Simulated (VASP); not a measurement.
# Ni (Fm-3m) in VASP: single point with PBE

Aim: the single point of Ni with PBE.

Program: VASP 6.6.1. These are calculated values, not measurements. Logs are shortened: lines on timing, memory, paths and dates and some standing lists are left out, and cuts for length are marked.

## Step 1: The cell of the first run

It takes space group Fm-3m (No. 225, cubic). Conventional cell: a = 3.475 Å, b = 3.475 Å, c = 3.475 Å, α = 90.00°, β = 90.00°, γ = 90.00°. Ni (site symmetry m-3m) has 12 Ni at 2.46 Å within 3.2 Å.

## Step 2: Single point, PBE, collinear spin, ferromagnetic start

INCAR

```
PREC     = Accurate       # precision mode
ENCUT    = 520            # plane-wave cutoff, eV
EDIFF    = 1E-7           # SCF threshold, eV
ISMEAR   = 0              # smearing method
SIGMA    = 0.1            # smearing width, eV
LREAL    = F              # projectors in reciprocal space
LASPH    = T              # aspherical terms in the spheres
NELM     = 150            # most SCF steps
ALGO     = Normal         # electronic algorithm
ISIF     = 2              # what is computed and relaxed
LWAVE    = F              # write WAVECAR
LCHARG   = F              # write CHGCAR
ISPIN    = 2              # spin polarisation
MAGMOM   = 2              # initial moments
LORBIT   = 11             # projections on sites
LMAXMIX  = 4              # l up to which the mixer works
GGA      = PE             # functional
NBANDS   = 15             # bands
```

KPOINTS

```
regular mesh
0
Gamma
  8 8 8
```

POSCAR

```
Ni
1.0
    0.0000000000      1.7375729330      1.7375729330
    1.7375729330      0.0000000000      1.7375729330
    1.7375729330      1.7375729330      0.0000000000
Ni
1
Direct
    0.0000000000      0.0000000000      0.0000000000
```

Potentials or basis: VASP PAW PBE potentials, release 64 (Ni).

Command:

```
$ cat potpaw_PBE.64/Ni/POTCAR > POTCAR
$ mpirun -np 1 vasp_std > vasp.out
```

OUTCAR:

```text
PREC = Accurate
   ENCUT = 520
   EDIFF = 1E-7
   ISMEAR = 0
   LREAL = F
   LASPH = T
   NELM = 150
   ISIF = 2
   ISPIN = 2
   LORBIT = 11
   GGA = PE

 ion  position               nearest neighbor table
   1  0.000  0.000  0.000-

  LATTYP: Found a face centered cubic cell.
 ALAT       =     3.4751458660

  Lattice vectors:

 A1 = (   0.0000000000,   1.7375729330,   1.7375729330)
 A2 = (   1.7375729330,   0.0000000000,   1.7375729330)
 A3 = (   1.7375729330,   1.7375729330,   0.0000000000)

Analysis of symmetry for initial positions (statically):
=====================================================================
 Subroutine PRICEL returns:
 Original cell was already a primitive cell.

 Routine SETGRP: Setting up the symmetry group for a
 face centered cubic supercell.

 Subroutine GETGRP returns: Found 48 space group operations
 (whereof 48 operations were pure point group operations)
 out of a pool of 48 trial point group operations.

The static configuration has the point symmetry O_h .

Analysis of symmetry for dynamics (positions and initial velocities):
=====================================================================
 Subroutine PRICEL returns:
 Original cell was already a primitive cell.

 Routine SETGRP: Setting up the symmetry group for a
 face centered cubic supercell.

 Subroutine GETGRP returns: Found 48 space group operations
 (whereof 48 operations were pure point group operations)
 out of a pool of 48 trial point group operations.

The dynamic configuration has the point symmetry O_h .

Analysis of structural, dynamic, and magnetic symmetry:
=====================================================================
 Subroutine PRICEL returns:
 Original cell was already a primitive cell.

 Routine SETGRP: Setting up the symmetry group for a
 face centered cubic supercell.

 Subroutine GETGRP returns: Found 48 space group operations
 (whereof 48 operations were pure point group operations)
 out of a pool of 48 trial point group operations.

The overall configuration has the point symmetry O_h .

 Subroutine INISYM returns: Found 48 space group operations
 (whereof 48 operations are pure point group operations),
 and found     1 'primitive' translations

----------------------------------------------------------------------------------------

                                     Primitive cell

  volume of cell :      10.4920

  direct lattice vectors                    reciprocal lattice vectors
     0.000000000  1.737572933  1.737572933    -0.287757705  0.287757705  0.287757705
     1.737572933  0.000000000  1.737572933     0.287757705 -0.287757705  0.287757705
     1.737572933  1.737572933  0.000000000     0.287757705  0.287757705 -0.287757705

  length of vectors
[... 120 lines left out ...]
 number of electron       9.9999998 magnetization       0.6992488

 Free energy of the ion-electron system (eV)
  ---------------------------------------------------
  ext. energy  EPLUGINS =         0.00000000
  ---------------------------------------------------
  free energy    TOTEN  =        -5.46404847 eV

  energy without entropy =       -5.45465768  energy(sigma->0) =       -5.45935308

 E-fermi :   9.8904     XC(G=0): -13.4746

 val. band max:        9.8902086746   @ k =   0.5000   0.3750   0.1250
 cond. band min:       9.8938343278   @ k =   0.3750   0.3750   0.0000
 fundamental gap:      0.0036256532
 Fermi energy:         9.8903636513

 spin component 1

 k-point     1 :       0.0000    0.0000    0.0000
  band No.  band energies     occupation
      1       0.6234      1.00000
      2       7.3120      1.00000
      3       7.3120      1.00000
      4       7.3120      1.00000
      5       8.5428      1.00000
      6       8.5428      1.00000
      7      33.9257      0.00000
      8      38.0674      0.00000
      9      38.0674      0.00000
     10      38.0674      0.00000
     11      41.1211      0.00000
     12      41.1211      0.00000
     13      41.1211      0.00000
     14      44.0155      0.00000
[... 403 lines left out ...]
      4       7.9814      1.00000
      5       9.1433      1.00000
      6      13.3134      0.00000
      7      16.1967      0.00000
      8      26.2197      0.00000
      9      27.2401      0.00000
     10      36.1535      0.00000
     11      40.4232      0.00000
     12      47.8697      0.00000
     13      50.4875      0.00000
     14      51.1780      0.00000
     15      52.4634      0.00000

 [... further k-points ...]

 spin component 2

 k-point     1 :       0.0000    0.0000    0.0000
  band No.  band energies     occupation
      1       0.6117      1.00000
      2       8.1312      1.00000
      3       8.1312      1.00000
      4       8.1312      1.00000
      5       9.2044      1.00000
      6       9.2044      1.00000
      7      33.7841      0.00000
      8      38.0666      0.00000
      9      38.0667      0.00000
     10      38.0667      0.00000
     11      41.2583      0.00000
     12      41.2583      0.00000
     13      41.2583      0.00000
     14      43.9017      0.00000
[... 403 lines left out ...]
      4       8.6607      1.00000
      5      10.0018      0.05757
      6      13.6179      0.00000
      7      16.5842      0.00000
      8      26.3196      0.00000
      9      27.3760      0.00000
     10      36.1775      0.00000
     11      40.4869      0.00000
     12      47.8571      0.00000
     13      50.5769      0.00000
     14      51.3607      0.00000
     15      52.8564      0.00000

 [... further k-points ...]
[... 5 lines left out ...]
  --------------------------------------------------------------------------------------
  -------------------------------------------------------------------------------------
  Total        0.5448885      0.5448885      0.5448885      0.0000000      0.0000000     -0.0000000
  in kB       83.2068587     83.2068587     83.2068587      0.0000000      0.0000000     -0.0000000
  external PRESSURE =      83.2068587 kB  Pullay stress =       0.0000000 kB

 VOLUME and BASIS-vectors are now :
 -----------------------------------------------------------------------------
  energy-cutoff  :      520.00
  volume of cell :       10.49
      direct lattice vectors                 reciprocal lattice vectors
     0.000000000  1.737572933  1.737572933    -0.287757705  0.287757705  0.287757705
     1.737572933  0.000000000  1.737572933     0.287757705 -0.287757705  0.287757705
     1.737572933  1.737572933  0.000000000     0.287757705  0.287757705 -0.287757705

 POSITION                                       TOTAL-FORCE (eV/Angst)
 -----------------------------------------------------------------------------------
      0.00000      0.00000      0.00000         0.000000      0.000000      0.000000
 -----------------------------------------------------------------------------------
    total drift:                                0.000000     -0.000000      0.000000

  FREE ENERGIE OF THE ION-ELECTRON SYSTEM (eV)
  ---------------------------------------------------
  free  energy   TOTEN  =        -5.4640484747 eV

  energy  without entropy=       -5.4546576809  energy(sigma->0) =       -5.45935308

 total charge

# of ion       s       p       d       tot
------------------------------------------
    1        0.515   0.537   8.323   9.375

 magnetization (x)

# of ion       s       p       d       tot
------------------------------------------
    1       -0.003  -0.022   0.731   0.706
```

stdout:

```text
POSCAR found type information on POSCAR Ni
 POSCAR found :  1 types and       1 ions
 scaLAPACK will be used
 LDA part: xc-table for (Slater+PW92), standard interpolation
 POSCAR, INCAR and KPOINTS ok, starting setup
 FFT: planning ... GRIDC
 FFT: planning ... GRID_SOFT
 FFT: planning ... GRID
 WAVECAR not read
 entering main loop
```

Run time: 23 s. Hardware: 1 thread of AMD EPYC 7R13, shared host; peak memory 0.09 GiB.

Results:

```yaml
Free_energy: -5.4640 eV
Pressure: 8.3 GPa
Net_moment: 0.70 μB per cell
Site_moments: Ni +0.71 μB
Valence_electrons_inside_the_program's_atomic_spheres: Ni 9.38
```

Caveat: the k points lie up to 0.39 Å⁻¹ apart.
